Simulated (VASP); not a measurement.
Here is a VASP 6.6.1 calculation.

The input INCAR:

```
PREC = Accurate ; ENCUT = 520
EDIFF = 1E-6 ; ISMEAR = 0
SIGMA = 0.1 ; LREAL = False
LASPH = True ; NELM = 60
ALGO = Fast ; ISIF = 2
LWAVE = False ; LCHARG = False
GGA = PE ; NBANDS = 39
```

KPOINTS

```
regular mesh
0
Gamma
  4 4 4
```

POSCAR

```
Cu2Os
1.0
    0.0000000000      3.3412184518      3.3412184518
    3.3412184518      0.0000000000      3.3412184518
    3.3412184518      3.3412184518      0.0000000000
Cu Os
4 2
Direct
    0.6250000000      0.6250000000      0.6250000000
    0.1250000000      0.6250000000      0.6250000000
    0.6250000000      0.6250000000      0.1250000000
    0.6250000000      0.1250000000      0.6250000000
    0.0000000000      0.0000000000      0.0000000000
    0.2500000000      0.2500000000      0.2500000000
```

Potentials or basis: VASP PAW PBE potentials, release 64 (Cu, Os).

Launch:

```console
$ cat potpaw_PBE.64/Cu/POTCAR potpaw_PBE.64/Os/POTCAR > POTCAR
$ mpirun -np 1 vasp_std > vasp.out
```

(1) What does it give for the pressure?

(2) Predict the band gap on the k mesh.

## Answers

(1) -0.2 GPa.

(2) zero (band 30 reaches 8.65 eV, above the bottom of band 31 at 8.41 eV).

Caveat: the k points lie up to 0.41 Å⁻¹ apart; spin-orbit coupling is left out, which moves the levels of the heavy elements.
